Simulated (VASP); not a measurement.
# Ag (Im-3m) in VASP: notebook

Runs on Ag. Level: PBE. Tasks: single point.

All numbers are computed with VASP 6.6.1; they aren't measurements. Logs are shortened: lines on timing, memory, paths and dates and some standing lists are left out, and cuts for length are marked.

**1. The cell of the first run**

It takes space group Im-3m (No. 229, cubic). The conventional cell has a = 3.242 Å, b = 3.242 Å, c = 3.242 Å, α = 90.00°, β = 90.00°, γ = 90.00°. Within 3.7 Å of Ag (site symmetry m-3m) lie 14 Ag at 2.81 to 3.24 Å.

**2. Single point, PBE (strained)**

The input, INCAR:

```
PREC = Accurate
ENCUT = 520
EDIFF = 1E-7
ISMEAR = 0
SIGMA = 0.1
LREAL = False
LASPH = True
NELM = 100
ALGO = Normal
ISIF = 2
LWAVE = False
LCHARG = True
GGA = PE
LELF = True
LVHAR = True
NBANDS = 12
```

The input, KPOINTS:

```
Automatic mesh
0
Gamma
  18 18 18
```

The input, POSCAR:

```
Ag
1.0
   -1.6208024833      1.6208024833      1.6208024833
    1.6208024833     -1.6208024833      1.6208024833
    1.6208024833      1.6208024833     -1.6208024833
Ag
1
Direct
    0.0000000000      0.0000000000      0.0000000000
```

Potentials or basis: VASP PAW PBE potentials, release 64 (Ag).

The run is started by

```
$ cat potpaw_PBE.64/Ag/POTCAR > POTCAR
$ mpirun -np 1 vasp_std > vasp.out
```

OUTCAR:

```text
PREC = Accurate
   ENCUT = 520
   EDIFF = 1E-7
   ISMEAR = 0
   LREAL = False
   LASPH = True
   NELM = 100
   ISIF = 2
   GGA = PE

 ion  position               nearest neighbor table
   1  0.000  0.000  0.000-

  LATTYP: Found a body centered cubic cell.
 ALAT       =     3.2416049666

  Lattice vectors:

 A1 = (  -1.6208024833,   1.6208024833,   1.6208024833)
 A2 = (   1.6208024833,  -1.6208024833,   1.6208024833)
 A3 = (   1.6208024833,   1.6208024833,  -1.6208024833)

Analysis of symmetry for initial positions (statically):
=====================================================================
 Subroutine PRICEL returns:
 Original cell was already a primitive cell.

 Routine SETGRP: Setting up the symmetry group for a
 body centered cubic supercell.

 Subroutine GETGRP returns: Found 48 space group operations
 (whereof 48 operations were pure point group operations)
 out of a pool of 48 trial point group operations.

The static configuration has the point symmetry O_h .

Analysis of symmetry for dynamics (positions and initial velocities):
=====================================================================
 Subroutine PRICEL returns:
 Original cell was already a primitive cell.

 Routine SETGRP: Setting up the symmetry group for a
 body centered cubic supercell.

 Subroutine GETGRP returns: Found 48 space group operations
 (whereof 48 operations were pure point group operations)
 out of a pool of 48 trial point group operations.

The dynamic configuration has the point symmetry O_h .

 Subroutine INISYM returns: Found 48 space group operations
 (whereof 48 operations are pure point group operations),
 and found     1 'primitive' translations

----------------------------------------------------------------------------------------

                                     Primitive cell

  volume of cell :      17.0314

  direct lattice vectors                    reciprocal lattice vectors
    -1.620802483  1.620802483  1.620802483     0.000000000  0.308489162  0.308489162
     1.620802483 -1.620802483  1.620802483     0.308489162  0.000000000  0.308489162
     1.620802483  1.620802483 -1.620802483     0.308489162  0.308489162  0.000000000

  length of vectors
     2.807312250  2.807312250  2.807312250     0.436269557  0.436269557  0.436269557

  position of ions in fractional coordinates (direct lattice)
     0.000000000  0.000000000  0.000000000

  ion indices of the primitive-cell ions
   primitive index   ion index
                 1           1

----------------------------------------------------------------------------------------

 KPOINTS: Automatic mesh

Automatic generation of k-mesh.
 Grid dimensions read from file:
 generate k-points for:   18   18   18

 Generating k-lattice:

  Cartesian coordinates                     Fractional coordinates (reciprocal lattice)
     0.000000000  0.017138287  0.017138287     0.055555556  0.000000000  0.000000000
     0.017138287  0.000000000  0.017138287     0.000000000  0.055555556  0.000000000
     0.017138287  0.017138287  0.000000000     0.000000000  0.000000000  0.055555556

  Length of vectors
     0.024237198  0.024237198  0.024237198

  Shift w.r.t. Gamma in fractional coordinates (k-lattice)
     0.000000000  0.000000000  0.000000000

 Subroutine IBZKPT returns following result:
 ===========================================

 Found    195 irreducible k-points:

 Following reciprocal coordinates:
            Coordinates               Weight
  0.000000  0.000000  0.000000      1.000000
  0.055556  0.000000  0.000000     12.000000
  0.111111  0.000000  0.000000     12.000000
  0.166667  0.000000  0.000000     12.000000
  0.222222  0.000000  0.000000     12.000000
  0.277778  0.000000  0.000000     12.000000
[... 16 lines left out ...]
  0.333333  0.111111  0.000000     48.000000
  0.388889  0.111111  0.000000     48.000000
 [... further k-points ...]
   k-points           NKPTS =    195   k-points in BZ     NKDIM =    195   number of bands    NBANDS=     12
   number of dos      NEDOS =    301   number of ions     NIONS =      1
   total plane-waves  NPLWV =  13824
   dimension x,y,z NGX =    24 NGY =   24 NGZ =   24
   dimension x,y,z NGXF=    48 NGYF=   48 NGZF=   48
   ions per type =               1
   NGX,Y,Z   is equivalent  to a cutoff of  14.21, 14.21, 14.21 a.u.
   NGXF,Y,Z  is equivalent  to a cutoff of  28.43, 28.43, 28.43 a.u.
 SYSTEM =  unknown system
   PREC   = accura    normal or accurate (medium, high low for compatibility)
   ISTART =      0    job   : 0-new  1-cont  2-samecut
   ICHARG =      2    charge: 1-file 2-atom 10-const
   ISPIN  =      1    spin polarized calculation?
   LNONCOLLINEAR =      F non collinear calculations
   LSORBIT =      F    spin-orbit coupling
   LASPH  =      T    aspherical Exc in radial PAW
   ENCUT  =  520.0 eV  38.22 Ry    6.18 a.u.   5.22  5.22  5.22*2*pi/ulx,y,z
   NELM   =    100;   NELMIN=  2; NELMDL= -5     # of ELM steps
   EDIFF  = 0.1E-06   stopping-criterion for ELM
   LREAL  =      F    real-space projection
   EDIFFG = 0.1E-05   stopping-criterion for IOM
   NSW    =      0    number of steps for IOM
   IBRION =     -1    ionic relax: 0-MD 1-quasi-New 2-CG
   NFREE  =      0    steps in history (QN), initial steepest desc. (CG)
   ISIF   =      2    stress and relaxation
   ISYM   =      2    0-nonsym 1-usesym 2-fastsym
   POTIM  = 0.5000    time-step for ionic-motion
   TEBEG  =    0.0;   TEEND  =   0.0 temperature during run
   PSTRESS=    0.0 pullay stress
   NELECT =      11.0000    total number of electrons
   NUPDOWN=      -1.0000    fix difference up-down
   EMIN   =  10.00;   EMAX   =-10.00  energy-range for DOS
   EFERMI =   0.00;   METHOD = LEGACY
   ISMEAR =     0;   SIGMA  =   0.10  broadening in eV -4-tet -1-fermi 0-gaus
   EFERMI_NEDOS =   21; number of points for ismear=-14 and -15
   IALGO  =     38    algorithm
   IMIX   =      4    mixing-type and parameters
     AMIX     =   0.40;   BMIX     =  1.00
     AMIX_MAG =   1.60;   BMIX_MAG =  1.00
  volume/ion in A,a.u.               =      17.03       114.93
  Fermi-wavevector in a.u.,A,eV,Ry     =   1.415106  2.674163 27.246006  2.002525
  Thomas-Fermi vector in A             =   2.536579
   LORBIT       =      0    0 simple, 1 ext, 2 COOP (PROOUT), +10 PAW based schemes
   GGA     = PE    functional components
   LHFCALC =     F    Hartree Fock is set to
   AEXX    =    0.0000 exact exchange contribution
   IVDW    =     0    specifies the selected vdW correction
   LEPSILON=     F    determine dielectric tensor
   LRPA    =     F    only Hartree local field effects (RPA)
 non-spin polarized calculation
 Gauss-broadening in eV      SIGMA  =   0.10
  energy-cutoff  :      520.00
  volume of cell :       17.03
 maximum number of plane-waves:       470
 NGX is ok and might be reduce to    24
   NGX = 11   NGY = 11   NGZ = 11

 number of electron      10.9999999 magnetization

 Free energy of the ion-electron system (eV)
  ---------------------------------------------------
  ext. energy  EPLUGINS =         0.00000000
  ---------------------------------------------------
  free energy    TOTEN  =        -2.66609578 eV

  energy without entropy =       -2.66315705  energy(sigma->0) =       -2.66462641

 E-fermi :   8.4687     XC(G=0): -12.2159

 val. band max:        8.4586245066   @ k =  -0.3889   0.4444   0.1111
 cond. band min:       8.4688436931   @ k =   0.2222   0.2222   0.0556
 fundamental gap:      0.0102191865
 Fermi energy:         8.4686908637

 k-point     1 :       0.0000    0.0000    0.0000
  band No.  band energies     occupation
      1       0.6778      2.00000
      2       3.5214      2.00000
      3       3.5214      2.00000
      4       3.5214      2.00000
      5       4.8580      2.00000
      6       4.8580      2.00000
      7      26.4374      0.00000
      8      26.4374      0.00000
      9      26.4374      0.00000
     10      32.7927      0.00000
     11      32.7929      0.00000
     12      32.7938      0.00000

 k-point     2 :       0.0556    0.0000    0.0000
  band No.  band energies     occupation
      1       0.7803      2.00000
      2       3.4959      2.00000
      3       3.5254      2.00000
      4       3.5803      2.00000
      5       4.8296      2.00000
      6       4.8598      2.00000
      7      26.1942      0.00000
      8      26.4115      0.00000
      9      26.5112      0.00000
     10      31.2866      0.00000
     11      31.5048      0.00000
     12      32.1083      0.00000

 k-point     3 :       0.1111    0.0000    0.0000
  band No.  band energies     occupation
      1       1.0768      2.00000
      2       3.4231      2.00000
      3       3.5390      2.00000
      4       3.7528      2.00000
      5       4.7599      2.00000
      6       4.8656      2.00000
      7      25.3256      0.00000
      8      26.2032      0.00000
      9      26.7204      0.00000
     10      30.1693      0.00000
     11      30.2986      0.00000
     12      30.6954      0.00000
[... 286 lines left out ...]
 k-point    23 :       0.3333    0.1111    0.0000
  band No.  band energies     occupation
      1       2.3177      2.00000
      2       2.8840      2.00000
      3       4.5598      2.00000
      4       4.7620      2.00000
      5       5.2035      2.00000
      6       7.3964      2.00000
      7      15.3119      0.00000
      8      20.8946      0.00000
      9      23.1002      0.00000
     10      28.5552      0.00000
     11      31.5909      0.00000
     12      32.4218      0.00000

 k-point    24 :       0.3889    0.1111    0.0000
  band No.  band energies     occupation
      1       2.2362      2.00000
      2       2.8246      2.00000
      3       4.6842      2.00000
      4       4.7976      2.00000
      5       5.4210      2.00000
      6       8.5808      0.11283
      7      13.5508      0.00000
      8      20.5137      0.00000
      9      22.6406      0.00000
     10      28.7429      0.00000
     11      31.6439      0.00000
     12      32.4924      0.00000

 [... further k-points ...]
[... 5 lines left out ...]
  --------------------------------------------------------------------------------------
  -------------------------------------------------------------------------------------
  Total        0.5899031      0.5899031      0.5899031      0.0000000     -0.0000000     -0.0000000
  in kB       55.4933595     55.4933595     55.4933595      0.0000000     -0.0000000     -0.0000000
  external PRESSURE =      55.4933595 kB  Pullay stress =       0.0000000 kB

 VOLUME and BASIS-vectors are now :
 -----------------------------------------------------------------------------
  energy-cutoff  :      520.00
  volume of cell :       17.03
      direct lattice vectors                 reciprocal lattice vectors
    -1.620802483  1.620802483  1.620802483     0.000000000  0.308489162  0.308489162
     1.620802483 -1.620802483  1.620802483     0.308489162  0.000000000  0.308489162
     1.620802483  1.620802483 -1.620802483     0.308489162  0.308489162  0.000000000

 POSITION                                       TOTAL-FORCE (eV/Angst)
 -----------------------------------------------------------------------------------
      0.00000      0.00000      0.00000        -0.000000      0.000000     -0.000000
 -----------------------------------------------------------------------------------
    total drift:                                0.000000      0.000000     -0.000000

  FREE ENERGIE OF THE ION-ELECTRON SYSTEM (eV)
  ---------------------------------------------------
  free  energy   TOTEN  =        -2.6660957771 eV

  energy  without entropy=       -2.6631570487  energy(sigma->0) =       -2.66462641
```

It took 19 s on 1 thread of Intel Xeon 6975P-C (Granite Rapids), shared host; peak memory 0.17 GiB.

What came out:

| Item | Value |
| --- | --- |
| Free energy | -2.6661 eV |
| Pressure | 5.5 GPa |

Caveat: the cell differs from its parent crystal (strained).

**3. Single point, PBE (strained)**

The input, INCAR:

```
SYSTEM = Ag
ALGO     = Normal         ! electronic algorithm
EDIFF    = 1E-6           ! SCF threshold, eV
ENCUT    = 520            ! plane-wave cutoff, eV
GGA      = PE             ! functional
ISIF     = 2              ! what is computed and relaxed
ISMEAR   = 0              ! smearing method
LASPH    = .True.         ! aspherical terms in the spheres
LCHARG   = .False.        ! write CHGCAR
LREAL    = .False.        ! projectors in reciprocal space
LWAVE    = .False.        ! write WAVECAR
NBANDS   = 12             ! bands
NELM     = 60             ! most SCF steps
PREC     = Accurate       ! precision mode
SIGMA    = 0.1            ! smearing width, eV
```

The input, KPOINTS:

```
k-points
0
Gamma
  18 18 18
  0 0 0
```

The input, POSCAR:

```
Ag
1.0
   -1.7271451397      1.7271451397      1.7271451397
    1.7271451397     -1.7271451397      1.7271451397
    1.7271451397      1.7271451397     -1.7271451397
Ag
1
Direct
    0.0000000000      0.0000000000      0.0000000000
```

Potentials or basis: VASP PAW PBE potentials, release 64 (Ag).

The run is started by

```
$ cat potpaw_PBE.64/Ag/POTCAR > POTCAR
$ mpirun -np 1 vasp_std > vasp.out
```

Run time: 14 s. Hardware: 1 thread of Intel Xeon 6975P-C (Granite Rapids), shared host; peak memory 0.17 GiB.

It converged, with:

| Quantity | Value |
| --- | --- |
| Free energy | -2.6069 eV |
| Pressure | -8.1 GPa |

Levels at points of the mesh, in eV from the Fermi level:
| k point | band 2 | band 3 | band 4 | band 5 | band 6 | band 7 | band 8 | band 9 |
| --- | --- | --- | --- | --- | --- | --- | --- | --- |
| (0.00, 0.00, 0.00) | -4.34 | -4.34 | -4.34 | -3.37 | -3.37 | 17.18 | 17.18 | 17.18 |
| (0.50, 0.00, 0.00) | -4.90 | -3.42 | -3.29 | -2.65 | 0.33 | 3.12 | 12.55 | 12.81 |
| (0.50, 0.50, 0.50) | -5.34 | -2.83 | -2.83 | -2.83 | 6.34 | 6.34 | 6.34 | 10.28 |

Caveat: the cell differs from its parent crystal (strained).

**4. Single point, PBE (strained)**

The input, INCAR:

```
SYSTEM = Ag
ALGO = Normal
EDIFF = 1E-6
ENCUT = 520
GGA = PE
ISIF = 2
ISMEAR = 0
LASPH = .True.
LCHARG = .True.
LELF = .True.
LREAL = .False.
LVHAR = .True.
LWAVE = .False.
NBANDS = 12
NELM = 100
PREC = Accurate
SIGMA = 0.1
```

KPOINTS is that of step 3.

The input, POSCAR:

```
Ag
1.0
   -1.7294961684      1.7294961684      1.7294961684
    1.7294961684     -1.7294961684      1.7294961684
    1.7294961684      1.7294961684     -1.7294961684
Ag
1
Direct
    0.0000000000      0.0000000000      0.0000000000
```

Potentials or basis: VASP PAW PBE potentials, release 64 (Ag).

The run is started by

```
$ cat potpaw_PBE.64/Ag/POTCAR > POTCAR
$ mpirun -np 1 vasp_std > vasp.out
```

OUTCAR:

```text
SYSTEM = Ag
   EDIFF = 1E-6
   ENCUT = 520
   GGA = PE
   ISIF = 2
   ISMEAR = 0
   LASPH = .True.
   LREAL = .False.
   NELM = 100
   PREC = Accurate

 ion  position               nearest neighbor table
   1  0.000  0.000  0.000-

  LATTYP: Found a body centered cubic cell.
 ALAT       =     3.4589923368

  Lattice vectors:

 A1 = (  -1.7294961684,   1.7294961684,   1.7294961684)
 A2 = (   1.7294961684,  -1.7294961684,   1.7294961684)
 A3 = (   1.7294961684,   1.7294961684,  -1.7294961684)

Analysis of symmetry for initial positions (statically):
=====================================================================
 Subroutine PRICEL returns:
 Original cell was already a primitive cell.

 Routine SETGRP: Setting up the symmetry group for a
 body centered cubic supercell.

 Subroutine GETGRP returns: Found 48 space group operations
 (whereof 48 operations were pure point group operations)
 out of a pool of 48 trial point group operations.

The static configuration has the point symmetry O_h .

Analysis of symmetry for dynamics (positions and initial velocities):
=====================================================================
 Subroutine PRICEL returns:
 Original cell was already a primitive cell.

 Routine SETGRP: Setting up the symmetry group for a
 body centered cubic supercell.

 Subroutine GETGRP returns: Found 48 space group operations
 (whereof 48 operations were pure point group operations)
 out of a pool of 48 trial point group operations.

The dynamic configuration has the point symmetry O_h .

 Subroutine INISYM returns: Found 48 space group operations
 (whereof 48 operations are pure point group operations),
 and found     1 'primitive' translations

[... 107 lines left out ...]
   ISMEAR =     0;   SIGMA  =   0.10  broadening in eV -4-tet -1-fermi 0-gaus
   EFERMI_NEDOS =   21; number of points for ismear=-14 and -15
   IALGO  =     38    algorithm
   IMIX   =      4    mixing-type and parameters
     AMIX     =   0.40;   BMIX     =  1.00
     AMIX_MAG =   1.60;   BMIX_MAG =  1.00
  volume/ion in A,a.u.               =      20.69       139.64
  Fermi-wavevector in a.u.,A,eV,Ry     =   1.326171  2.506099 23.928960  1.758729
  Thomas-Fermi vector in A             =   2.455577
   LORBIT       =      0    0 simple, 1 ext, 2 COOP (PROOUT), +10 PAW based schemes
   GGA     = PE    functional components
   LHFCALC =     F    Hartree Fock is set to
   AEXX    =    0.0000 exact exchange contribution
   IVDW    =     0    specifies the selected vdW correction
   LEPSILON=     F    determine dielectric tensor
   LRPA    =     F    only Hartree local field effects (RPA)
 non-spin polarized calculation
 Gauss-broadening in eV      SIGMA  =   0.10
  energy-cutoff  :      520.00
  volume of cell :       20.69
 maximum number of plane-waves:       586
   NGX = 11   NGY = 11   NGZ = 11

 number of electron      11.0000004 magnetization

 Free energy of the ion-electron system (eV)
  ---------------------------------------------------
  ext. energy  EPLUGINS =         0.00000000
  ---------------------------------------------------
  free energy    TOTEN  =        -2.60268297 eV

  energy without entropy =       -2.60103786  energy(sigma->0) =       -2.60186042

 E-fermi :   6.0559     XC(G=0): -11.0916

 val. band max:        5.9852001890   @ k =   0.3333   0.1111   0.0556
 cond. band min:       6.0615309312   @ k =  -0.3889   0.4444   0.1111
 fundamental gap:      0.0763307423
 Fermi energy:         6.0559471315

 k-point     1 :       0.0000    0.0000    0.0000
  band No.  band energies     occupation
      1      -0.4332      2.00000
      2       1.7267      2.00000
      3       1.7267      2.00000
      4       1.7267      2.00000
      5       2.6907      2.00000
      6       2.6907      2.00000
      7      23.2150      0.00000
      8      23.2150      0.00000
      9      23.2150      0.00000
     10      26.7894      0.00000
     11      26.7894      0.00000
     12      26.7894      0.00000
[... 331 lines left out ...]
 k-point    24 :       0.3889    0.1111    0.0000
  band No.  band energies     occupation
      1       0.8392      2.00000
      2       1.2419      2.00000
      3       2.5856      2.00000
      4       2.6496      2.00000
      5       3.1136      2.00000
      6       6.2645      0.00319
      7      10.1492      0.00000
      8      16.8180      0.00000
      9      18.8479      0.00000
     10      24.1408      0.00000
     11      26.4988      0.00000
     12      28.1910      0.00000

 [... further k-points ...]
[... 5 lines left out ...]
  --------------------------------------------------------------------------------------
  -------------------------------------------------------------------------------------
  Total       -1.0649602     -1.0649602     -1.0649602      0.0000000      0.0000000     -0.0000000
  in kB      -82.4565527    -82.4565527    -82.4565527      0.0000000      0.0000000     -0.0000000
  external PRESSURE =     -82.4565527 kB  Pullay stress =       0.0000000 kB

 VOLUME and BASIS-vectors are now :
 -----------------------------------------------------------------------------
  energy-cutoff  :      520.00
  volume of cell :       20.69
      direct lattice vectors                 reciprocal lattice vectors
    -1.729496168  1.729496168  1.729496168     0.000000000  0.289101537  0.289101537
     1.729496168 -1.729496168  1.729496168     0.289101537  0.000000000  0.289101537
     1.729496168  1.729496168 -1.729496168     0.289101537  0.289101537  0.000000000

 POSITION                                       TOTAL-FORCE (eV/Angst)
 -----------------------------------------------------------------------------------
      0.00000      0.00000      0.00000         0.000000      0.000000      0.000000
 -----------------------------------------------------------------------------------
    total drift:                                0.000000      0.000000      0.000000

  FREE ENERGIE OF THE ION-ELECTRON SYSTEM (eV)
  ---------------------------------------------------
  free  energy   TOTEN  =        -2.6026829683 eV

  energy  without entropy=       -2.6010378630  energy(sigma->0) =       -2.60186042
```

It took 13 s on 1 thread of Intel Xeon 6975P-C (Granite Rapids), shared host; peak memory 0.17 GiB.

Results:

```yaml
Free_energy: -2.6027 eV
Pressure: -8.2 GPa
```

Caveat: the cell differs from its parent crystal (strained).

(Part 1 of 2 ends here.)
